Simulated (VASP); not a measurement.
# BaTiO3 (P4mm) in VASP: settings compared, part 2 of 2

VASP 6.6.1.

### 3 Single point, b88 exchange, pbe correlation

This run uses another cell than the first one, of 12.34 Å³/atom.

The input, INCAR:

```
PREC = Accurate ; ENCUT = 600
EDIFF = 1E-6 ; ISMEAR = -1
SIGMA = 0.05 ; LREAL = F
LASPH = T ; NELM = 120
ALGO = Normal ; ISIF = 2
LWAVE = F ; LCHARG = F
GGA = LIBXC ; LIBXC1 = GGA_X_B88
LIBXC2 = GGA_C_PBE ; NBANDS = 28
GGA_COMPAT = F
```

The input, KPOINTS:

```
Automatic mesh
0
Gamma
  7 7 7
```

The input, POSCAR:

```
BaTiO3
1.0
    3.9457420220      0.0000000000      0.0000000000
    0.0000000000      3.9457420220      0.0000000000
    0.0000000000      0.0000000000      3.9636960459
Ba Ti O
1 1 3
Direct
    0.0000000000      0.0000000000      0.0000000000
    0.5000000000      0.5000000000      0.4900000000
    0.0000000000      0.5000000000      0.5170000000
    0.5000000000      0.0000000000      0.5170000000
    0.5000000000      0.5000000000      0.0190000000
```

Potentials or basis: VASP PAW PBE potentials, release 64 (Ba_sv, Ti_sv, O).

Run with:

```console
$ cat potpaw_PBE.64/Ba_sv/POTCAR potpaw_PBE.64/Ti_sv/POTCAR potpaw_PBE.64/O/POTCAR > POTCAR
$ mpirun -np 1 vasp_std > vasp.out
```

OUTCAR:

```text
PREC = Accurate
   ENCUT = 600
   EDIFF = 1E-6
   ISMEAR = -1
   LREAL = F
   LASPH = T
   NELM = 120
   ISIF = 2
   GGA = LIBXC

 ion  position               nearest neighbor table
   1  0.000  0.000  0.000-   3 2.75   4 2.75   3 2.75   4 2.75   5 2.79   5 2.79   5 2.79   5 2.79
                             4 2.84   3 2.84   4 2.84   3 2.84   2 3.40   2 3.40   2 3.40   2 3.40
   2  0.500  0.500  0.490-   5 1.87   4 1.98   3 1.98   4 1.98   3 1.98   5 2.10   1 3.40   1 3.40
                             1 3.40   1 3.40   1 3.45   1 3.45   1 3.45   1 3.45
   3  0.000  0.500  0.517-   2 1.98   2 1.98   1 2.75   1 2.75   1 2.84   1 2.84
[... 951 lines left out ...]
  -------------------------------------------------------------------------------------
  Total        4.3066942      4.3066942      4.7350201      0.0000000     -0.0000000      0.0000000
  in kB      111.8141839    111.8141839    122.9347578      0.0000000     -0.0000000      0.0000000
  external PRESSURE =     115.5210419 kB  Pullay stress =       0.0000000 kB

 VOLUME and BASIS-vectors are now :
 -----------------------------------------------------------------------------
  energy-cutoff  :      600.00
  volume of cell :       61.71
      direct lattice vectors                 reciprocal lattice vectors
     3.945742022  0.000000000  0.000000000     0.253437755  0.000000000  0.000000000
     0.000000000  3.945742022  0.000000000     0.000000000  0.253437755  0.000000000
     0.000000000  0.000000000  3.963696046     0.000000000  0.000000000  0.252289779

 POSITION                                       TOTAL-FORCE (eV/Angst)
 -----------------------------------------------------------------------------------
      0.00000      0.00000      0.00000        -0.000000      0.000000      0.113930
      1.97287      1.97287      1.94221        -0.000000     -0.000000      0.078705
      0.00000      1.97287      2.04923         0.000000      0.000000     -0.106838
      1.97287      0.00000      2.04923        -0.000000      0.000000     -0.106838
      1.97287      1.97287      0.07531        -0.000000     -0.000000      0.021041
 -----------------------------------------------------------------------------------
    total drift:                                0.000000     -0.000000      0.000851

  FREE ENERGIE OF THE ION-ELECTRON SYSTEM (eV)
  ---------------------------------------------------
  free  energy   TOTEN  =       -39.2526667497 eV

  energy  without entropy=      -39.2526667494  energy(sigma->0) =      -39.25266675
```

OSZICAR:

```text
N       E                     dE             d eps       ncg     rms          rms(c)
DAV:   1     0.467196090914E+03    0.46720E+03   -0.22810E+04  2240   0.173E+03
DAV:   2     0.115857734184E+01   -0.46604E+03   -0.44234E+03  2500   0.459E+02
DAV:   3    -0.476949409921E+02   -0.48854E+02   -0.48361E+02  3080   0.143E+02
DAV:   4    -0.499759046626E+02   -0.22810E+01   -0.22764E+01  3376   0.268E+01
DAV:   5    -0.500360352184E+02   -0.60131E-01   -0.60121E-01  2924   0.335E+00    0.241E+01
DAV:   6    -0.393451196504E+02    0.10691E+02   -0.55559E+01  3256   0.688E+01    0.987E+00
DAV:   7    -0.393735085643E+02   -0.28389E-01   -0.92497E+00  2956   0.226E+01    0.717E+00
DAV:   8    -0.392352934184E+02    0.13822E+00   -0.67542E-01  2784   0.765E+00    0.333E+00
DAV:   9    -0.392705136564E+02   -0.35220E-01   -0.24199E-01  3072   0.384E+00    0.125E+00
DAV:  10    -0.392531764050E+02    0.17337E-01   -0.84477E-02  2640   0.310E+00    0.316E-01
DAV:  11    -0.392527780372E+02    0.39837E-03   -0.51319E-03  3184   0.494E-01    0.848E-02
DAV:  12    -0.392527055824E+02    0.72455E-04   -0.26181E-04  2672   0.110E-01    0.380E-02
DAV:  13    -0.392526707759E+02    0.34806E-04   -0.20349E-04  2684   0.158E-01    0.227E-02
DAV:  14    -0.392526673863E+02    0.33896E-05   -0.52335E-05  3172   0.471E-02    0.936E-03
DAV:  15    -0.392526680644E+02   -0.67815E-06   -0.14056E-05  2980   0.358E-02    0.120E-02
DAV:  16    -0.392526668180E+02    0.12465E-05   -0.51138E-06  2236   0.244E-02    0.297E-03
DAV:  17    -0.392526667497E+02    0.68269E-07   -0.83437E-07  1544   0.930E-03
   1 F= -.39252667E+02 E0= -.39252667E+02  d E =-.325555E-09
```

stdout:

```text
POSCAR found type information on POSCAR BaTiO
 POSCAR found :  3 types and       5 ions
 scaLAPACK will be used
 -----------------------------------------------------------------------------
|                                                                             |
|                                                                             |
|     You enforced a specific xc type in the INCAR file but a different       |
|     I HOPE YOU KNOW WHAT YOU ARE DOING!                                     |
|                                                                             |
 -----------------------------------------------------------------------------

 LDA part: xc-table for (None,None), standard interpolation
 POSCAR, INCAR and KPOINTS ok, starting setup
 FFT: planning ... GRIDC
 FFT: planning ... GRID_SOFT
 FFT: planning ... GRID
 WAVECAR not read
 entering main loop
```

Run time: 50 s. Hardware: 1 thread of AMD EPYC 9R45 (Zen 5), shared host; peak memory 0.2 GiB.

Results:

| Quantity | Value |
| --- | --- |
| Free energy | -39.2527 eV |
| Pressure | 11.6 GPa |
| Largest force | 0.114 eV/Å |
| Band gap on the k mesh | 1.95 eV (least direct gap 2.11 eV) |

Forces on the atoms (eV/Å):
```
Ba   0.000  0.000  0.114
Ti   0.000  0.000  0.079
O    0.000  0.000 -0.107
O    0.000  0.000 -0.107
O    0.000  0.000  0.021
```

Stress tensor (GPa, compression positive):
```
11.18  0.00  0.00
 0.00 11.18  0.00
 0.00  0.00 12.29
```

Caveat: the cell stands under pressure; the PAW data sets were made with another functional, which shifts forces and pressure a little; spin-orbit coupling is left out, which moves the levels of the heavy elements.

### 4 Single point, b88 exchange, pbe correlation

This run uses another cell than the first one, of 12.60 Å³/atom.

The input, INCAR:

```
ALGO = Normal
EDIFF = 1E-6
ENCUT = 600
GGA = LIBXC
GGA_COMPAT = F
ISIF = 2
ISMEAR = -1
LASPH = T
LCHARG = F
LIBXC1 = GGA_X_B88
LIBXC2 = GGA_C_PBE
LREAL = F
LWAVE = F
NBANDS = 28
NELM = 120
PREC = Accurate
SIGMA = 0.05
```

The input, KPOINTS:

```
k-points
0
Gamma
  7 7 7
```

Edit POSCAR of step 3 so:

```diff
@@ -2,5 +2,5 @@
 1.0
-    3.9457420220      0.0000000000      0.0000000000
-    0.0000000000      3.9457420220      0.0000000000
-    0.0000000000      0.0000000000      3.9636960459
+    3.9729548958      0.0000000000      0.0000000000
+    0.0000000000      3.9729548958      0.0000000000
+    0.0000000000      0.0000000000      3.9910327445
 Ba Ti O
```

Run with:

```console
$ cat potpaw_PBE.64/Ba_sv/POTCAR potpaw_PBE.64/Ti_sv/POTCAR potpaw_PBE.64/O/POTCAR > POTCAR
$ mpirun -np 1 vasp_std > vasp.out
```

Wall time 48 s (1 thread of AMD EPYC 9R45 (Zen 5), shared host); peak memory 0.2 GiB.

The run converged. Its results:

```
Free energy            : -39.3309 eV
Pressure               : 7.4 GPa
Largest force          : 0.159 eV/Å
Band gap on the k mesh : 1.91 eV (least direct gap 2.09 eV)
```

Forces on the atoms (eV/Å):
```
Ba   0.000  0.000  0.092
Ti   0.000  0.000 -0.025
O    0.000  0.000 -0.113
O    0.000  0.000 -0.113
O    0.000  0.000  0.159
```

Stress tensor (GPa, compression positive):
```
7.03 0.00 0.00
0.00 7.03 0.00
0.00 0.00 8.05
```

Levels at points of the mesh, in eV from the valence-band top:
```
           k point  band 17  band 18  band 19  band 20  band 21  band 22  band 23  band 24
(0.00, 0.00, 0.00)    -1.07    -0.19    -0.18    -0.18     1.91     2.13     2.13     4.19
```

Caveat: the cell stands under pressure; the PAW data sets were made with another functional, which shifts forces and pressure a little; spin-orbit coupling is left out, which moves the levels of the heavy elements. A k mesh can miss the band edges.

### 5 Single point, b88 exchange, pbe correlation

This run uses another cell than the first one, of 12.86 Å³/atom.

The input, INCAR:

```
PREC     = Accurate       # precision mode
ENCUT    = 600            # plane-wave cutoff, eV
EDIFF    = 1E-6           # SCF threshold, eV
ISMEAR   = -1             # smearing method
SIGMA    = 0.05           # smearing width, eV
LREAL    = F              # projectors in reciprocal space
LASPH    = T              # aspherical terms in the spheres
NELM     = 120            # most SCF steps
ALGO     = Normal         # electronic algorithm
ISIF     = 2              # what is computed and relaxed
LWAVE    = F              # write WAVECAR
LCHARG   = F              # write CHGCAR
GGA      = LIBXC          # functional
LIBXC1   = GGA_X_B88    
LIBXC2   = GGA_C_PBE    
NBANDS   = 28             # bands
GGA_COMPAT= F
```

The input, KPOINTS:

```
Automatic mesh
0
Gamma
  7 7 7
```

Edit POSCAR of step 4 so:

```diff
@@ -2,5 +2,5 @@
 1.0
-    3.9729548958      0.0000000000      0.0000000000
-    0.0000000000      3.9729548958      0.0000000000
-    0.0000000000      0.0000000000      3.9910327445
+    3.9998000000      0.0000000000      0.0000000000
+    0.0000000000      3.9998000000      0.0000000000
+    0.0000000000      0.0000000000      4.0180000000
 Ba Ti O
```

Run with:

```console
$ cat potpaw_PBE.64/Ba_sv/POTCAR potpaw_PBE.64/Ti_sv/POTCAR potpaw_PBE.64/O/POTCAR > POTCAR
$ mpirun -np 1 vasp_std > vasp.out
```

Wall time 45 s (1 thread of AMD EPYC 9R45 (Zen 5), shared host); peak memory 0.21 GiB.

The run converged. Its results:

- Free energy: -39.3772 eV
- Pressure: 3.6 GPa
- Largest force: 0.288 eV/Å
- Band gap on the k mesh: 1.87 eV (least direct gap 2.06 eV)

Forces in eV/Å, atoms in the order of the input:
```
Ba   0.000  0.000  0.072
Ti   0.000  0.000 -0.122
O    0.000  0.000 -0.119
O    0.000  0.000 -0.119
O    0.000  0.000  0.288
```

Stress tensor (GPa, compression positive):
```
3.30 0.00 0.00
0.00 3.30 0.00
0.00 0.00 4.23
```

Levels at points of the mesh, in eV from the valence-band top:
```tsv
k point	band 18	band 19	band 20	band 21	band 22	band 23
(0.00, 0.00, 0.00)	-0.21	-0.20	-0.20	1.87	2.08	2.08
```

Caveat: the cell stands under pressure; the PAW data sets were made with another functional, which shifts forces and pressure a little; spin-orbit coupling is left out, which moves the levels of the heavy elements.

### 6 Overview

| cell | gap on the mesh (eV) | pressure (GPa) | largest force (eV/Å) |
| --- | --- | --- | --- |
| a = 3.918, b = 3.918, c = 3.936 Å, 5 atoms | 2.00 | 16.2 | 0.19 |
| a = 3.946, b = 3.946, c = 3.964 Å, 5 atoms | 1.95 | 11.6 | 0.11 |
| a = 3.973, b = 3.973, c = 3.991 Å, 5 atoms | 1.91 | 7.4 | 0.16 |
| a = 4.000, b = 4.000, c = 4.018 Å, 5 atoms | 1.87 | 3.6 | 0.29 |

Alike in all rows: task single point; level b88 exchange, pbe correlation; potentials or basis VASP PAW PBE potentials, release 64 (Ba_sv, Ti_sv, O); no spin polarisation; k mesh 7 × 7 × 7; cutoff (eV) 600; smearing fermi-dirac 0.05 eV.

Caveats: the cell stands under pressure; the PAW data sets were made with another functional, which shifts forces and pressure a little; spin-orbit coupling is left out, which moves the levels of the heavy elements.

Total energies depend on the potentials used, so only differences within one code and one set of settings carry meaning.
